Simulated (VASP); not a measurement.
MgS (Niningerite), 2 atoms in the cell. The typed cell holds 2 atoms: a = 3.679 Å, b = 3.679 Å, c = 3.679 Å, α = 60.00°, β = 60.00°, γ = 60.00°. 

| Property | Result |
| --- | --- |
| Program | VASP 6.6.1 |
| Task | single point |
| Functional | PBEsol |
| Potentials or basis | VASP PAW PBE potentials, release 64 (Mg, S) |
| Cutoff | 600 eV |
| k mesh | 4 × 4 × 4 |
| Occupations | gaussian, width 0.02 eV |
| Spin | no spin polarisation |
| Dipole correction | no |
| Further INCAR settings | ALGO = Normal; EDIFF = 1e-06; NBANDS = 11 |

Potentials or basis: VASP PAW PBE potentials, release 64 (Mg, S).

Command:

```console
$ cat potpaw_PBE.64/Mg/POTCAR potpaw_PBE.64/S/POTCAR > POTCAR
$ mpirun -np 1 vasp_std > vasp.out
```

Hardware: 1 thread of AMD EPYC 9R45 96-Core Processor (Zen 5) (shared host).

Estimate the wall time of this run.

Wall time 9.3 s on 1 thread of AMD EPYC 9R45 96-Core Processor (Zen 5) (shared host), peak memory 0.14 GiB. Counts: scf iterations 12, k points 36.
